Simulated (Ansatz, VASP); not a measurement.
B: VASP beside Ansatz

```
B
1.0
     2.98953    0.00000    0.00000
    -1.49477    2.58901    0.00000
     0.00000    0.00000    4.09957
B
4
Direct
  0.00000 0.00000 0.25000
  0.00000 0.00000 0.75000
  0.33333 0.66667 0.75000
  0.66667 0.33333 0.25000
```

Alike in both runs: task relaxation of cell and atoms; functional PBE; k mesh 18 × 18 × 12; occupations gaussian, width 0.1 eV; no spin polarisation.

```csv
,VASP,Ansatz
version,VASP 6.6.1,Ansatz 0.2.0
potentials or method,"VASP PAW PBE potentials, release 64 (B), cutoff 600 eV","scalar-relativistic, plane waves, PAW"
valence electrons in the cell,12,12
```

```tsv
	VASP	Ansatz	Ansatz less VASP
gap on the k mesh at the Fermi level, each at its own relaxed structure (eV)	none	none	-
relaxed volume (Å³/atom)	7.83	7.83	0.000
relaxed length of the cell vector where the two differ most in proportion (Å)	4.031	4.032	+0.0011
```

A gap of «none» marks a metal or a gap that the smearing closes.
